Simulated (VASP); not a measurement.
**NaH: single point with PBE**

NaH:

```
Na H
1.0
     3.37860    0.00000    0.00000
    -1.68930    2.92595    0.00000
     0.00000    0.00000   11.49174
Na H
4 4
Direct
  0.00000 0.00000 0.00000
  0.33333 0.66667 0.25000
  0.00000 0.00000 0.50000
  0.66667 0.33333 0.75000
  0.66667 0.33333 0.12159
  0.66667 0.33333 0.37841
  0.33333 0.66667 0.62159
  0.33333 0.66667 0.87841
```

```json
{"Program": "VASP 6.6.1", "Task": "single point", "Functional": "PBE", "Potentials or basis": "VASP PAW PBE potentials, release 64 (Na_pv, H)", "Cutoff": "520 eV", "k mesh": "9 × 9 × 3", "Occupations": "gaussian, width 0.02 eV", "Spin": "no spin polarisation"}
```

```
Pressure               : 0.0 GPa
Band gap on the k mesh : 3.19 eV, indirect (least direct gap 3.55 eV)
```

Levels at points of the mesh, in eV from the valence-band top:
```csv
k point,band 12,band 13,band 14,band 15,band 16,band 17,band 18,band 19,band 20,band 21
"(0.00, 0.00, 0.00)",-22.27,-3.91,-2.94,-2.92,-1.28,3.19,6.26,6.85,9.57,10.96
```

It took 2.5 min on 1 thread of AMD EPYC 7R43 64-Core Processor (Zen 3), with other jobs on the host, peak memory 0.21 GiB.

A k mesh can miss the band edges. PBE gaps usually lie below the measured ones, often by a third to a half.
